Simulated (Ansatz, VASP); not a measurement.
## Two plane-wave programs on BN

The input INCAR:

```
PREC     = Accurate       # precision mode
ENCUT    = 600            # plane-wave cutoff, eV
EDIFF    = 1E-6           # SCF threshold, eV
ISMEAR   = 0              # smearing method
SIGMA    = 0.01           # smearing width, eV
LREAL    = F              # projectors in reciprocal space
LASPH    = T              # aspherical terms in the spheres
NELM     = 120            # most SCF steps
ALGO     = Normal         # electronic algorithm
ISIF     = 2              # what is computed and relaxed
LWAVE    = F              # write WAVECAR
LCHARG   = F              # write CHGCAR
GGA      = RP             # functional
NBANDS   = 11             # bands
GGA_COMPAT= F
```

KPOINTS

```
Automatic mesh
0
Gamma
  7 7 7
```

POSCAR

```
BN
1.0
    0.0000000000      1.8075000000      1.8075000000
    1.8075000000      0.0000000000      1.8075000000
    1.8075000000      1.8075000000      0.0000000000
B N
1 1
Direct
    0.0000000000      0.0000000000      0.0000000000
    0.7500000000      0.7500000000      0.7500000000
```

Input for Ansatz:

```yaml
crystal:
  lattice:
    bravais: fcc
    a: 3.615
  space_group: 216
  atoms:
    - { symbol: B, position: [0.0, 0.0, 0.0] }
    - { symbol: "N", position: [0.25, 0.25, 0.75] }
  reduce_to_primitive: true
basis:
  ecutwfc: 571.4391111657479
kpoints:
  mp_grid:
    grid: [7, 7, 7]
    shift: [0.0, 0.0, 0.0]
hamiltonian:
  xc: rpbe
  pseudopotentials:
    kind: paw
scf:
  occupations:
    method: fixed
output:
  stress: true
  eigenvalues: true
```

Alike in both runs: task single point; functional RPBE; k mesh 7 × 7 × 7; no spin polarisation.

|  | VASP | Ansatz |
| --- | --- | --- |
| version | VASP 6.6.1 | Ansatz 0.2.0 |
| potentials or method | VASP PAW PBE potentials, release 64 (B, N), cutoff 600 eV | plane waves, PAW |
| occupations | gaussian, width 0.01 eV | fixed |
| valence electrons in the cell | 8 | 8 |

|  | VASP | Ansatz | Ansatz less VASP |
| --- | --- | --- | --- |
| gap on the k mesh at the Fermi level (eV) | 4.74 | 4.76 | +0.015 |
| pressure (GPa) | 9.0 | 9.0 | -0.03 |

VASP's potentials were made for PBE, not for RPBE.

The k mesh is coarse, so the values compare programs but aren't converged.
